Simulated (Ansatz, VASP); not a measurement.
One calculation of Ge, two programs

```
CELL_PARAMETERS angstrom
0.00000 2.97021 2.89949
2.97021 0.00000 2.89949
2.97021 2.97021 0.00000
ATOMIC_POSITIONS crystal
Ge 0.50000 0.50000 0.50000
Ge 0.75000 0.75000 0.75000
```

Change from the starting cell: strain +0.050 along x and y, +0.025 along z, atoms carried along.

Alike in both runs: task single point; functional PBEsol; k mesh 14 × 14 × 14; occupations gaussian, width 0.15 eV; no spin polarisation.

```csv
,VASP,Ansatz
version,VASP 6.6.1,Ansatz 0.2.0
potentials or method,"VASP PAW PBE potentials, release 64 (Ge_d), cutoff 520 eV","scalar-relativistic, plane waves, PAW"
valence electrons in the cell,28,28
```

|  | VASP | Ansatz | Ansatz less VASP |
| --- | --- | --- | --- |
| gap on the k mesh at the Fermi level (eV) | none | none | - |
| pressure (GPa) | -5.8 | -5.8 | +0.06 |
| traceless stress, the component that is largest in VASP (GPa) | 0.95 | 0.95 | -0.001 |

VASP's potentials were made for PBE, not for PBEsol. A gap of «none» marks a metal or a gap that the smearing closes. With one functional, cell and mesh, what is left measures potentials, basis and numerics.
